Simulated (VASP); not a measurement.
InGeCl5:

```xyz
7
Lattice="4.7569 0.0000 0.0000 0.0000 4.7569 0.0000 0.0000 0.0000 8.4218" Properties=species:S:1:pos:R:3 pbc="T T T"
In    2.3785    2.3785    0.0000
Ge    0.0000    0.0000    4.2109
Cl    0.0000    2.3785    2.4958
Cl    0.0000    2.3785    5.9259
Cl    2.3785    0.0000    2.4958
Cl    2.3785    0.0000    5.9259
Cl    0.0000    0.0000    0.0000
```

```yaml
Program: VASP 6.6.1
Task: relaxation of cell and atoms
Functional: PBEsol
Potentials_or_basis: VASP PAW PBE potentials, release 64 (In_d, Ge_d, Cl)
Cutoff: 600 eV
k_mesh: 4 × 4 × 4
Occupations: fermi-dirac, width 0.03 eV
Spin: no spin polarisation
```

At the start: pressure -6.0 GPa; volume 27.22 Å³/atom.

How do energy, volume and symmetry change on relaxing?

Over 22 steps the energy falls by 163.4 meV/atom and the volume is 21.08 Å³/atom (-22.6 %); space group P4/mmm (No. 123, to 0.1 Å) before and after.

Step by step:
```tsv
step	energy change (eV)	largest force (eV/Å)	pressure (GPa)	volume (Å³)
1	0.0000	0.2845	-5.96	190.57
2	-0.8440	0.1758	-3.54	163.98
3	-1.0310	0.0963	-0.28	149.94
4	-1.0321	0.0869	0.10	148.66
5	-1.0545	0.0311	0.12	148.31
6	-1.0728	0.1080	0.24	147.70
7	-1.0731	0.1360	0.26	147.59
8	-1.0795	0.1282	-0.13	148.61
9	-1.0854	0.1325	-0.78	150.49
10	-1.0794	0.1168	-1.86	154.24
11	-1.0862	0.1356	-1.03	151.28
12	-1.0884	0.1368	-1.05	151.30
13	-1.0951	0.1368	-1.09	151.36
14	-1.1072	0.1257	-1.14	151.46
15	-1.1222	0.0916	-1.18	151.61
16	-1.1147	0.0059	-1.18	151.68
17	-1.1245	0.0725	-1.19	151.66
18	-1.1368	0.0616	-0.63	149.72
19	-1.1419	0.0471	0.03	147.59
20	-1.1419	0.0462	0.06	147.49
21	-1.1427	0.0315	0.05	147.51
22	-1.1437	0.0048	0.01	147.57
```

Final structure:
```
In Ge Cl
1.0
     4.57236    0.00000    0.00000
     0.00000    4.57236    0.00000
     0.00000    0.00000    7.05879
In Ge Cl
1 1 5
Direct
  0.50000 0.50000 0.00000
  0.00000 0.00000 0.50000
  0.00000 0.50000 0.28277
  0.00000 0.50000 0.71723
  0.50000 0.00000 0.28277
  0.50000 0.00000 0.71723
  0.00000 0.00000 0.00000
```

Caveat: the volume moved by over 15 % at a fixed basis, so the end points are rough; the PAW data sets were made with another functional, which shifts forces and pressure a little.
